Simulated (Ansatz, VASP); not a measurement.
**GaN in VASP and in Ansatz**

```
Ga N
1.0
     0.00000    2.07322    2.25350
     2.07322    0.00000    2.25350
     2.07322    2.07322    0.00000
Ga N
1 1
Direct
  0.00000 0.00000 0.00000
  0.75000 0.75000 0.75000
```

Change from the starting cell: strain -0.080 along x and y, +0.000 along z, atoms carried along.

Alike in both runs: task single point; functional r2SCAN; k mesh 10 × 10 × 10; occupations gaussian, width 0.05 eV; no spin polarisation.

|  | VASP | Ansatz |
| --- | --- | --- |
| version | VASP 6.6.1 | Ansatz 0.2.0 |
| potentials or method | VASP PAW PBE potentials, release 64 (Ga_d, N), cutoff 520 eV | scalar-relativistic, plane waves, PAW |
| valence electrons in the cell | 18 | 18 |

|  | VASP | Ansatz | Ansatz less VASP |
| --- | --- | --- | --- |
| gap on the k mesh at the Fermi level (eV) | 3.05 | 3.07 | +0.017 |
| least direct gap on the mesh (eV) | 3.05 | 3.07 | +0.017 |
| pressure (GPa) | 45.7 | 43.6 | -2.09 |
| traceless stress, the component that is largest in VASP (GPa) | -7.64 | -7.79 | -0.141 |

VASP's potentials were made for PBE, not for r2SCAN. Both programs put the cell under a high pressure, so it lies far from rest at this level.
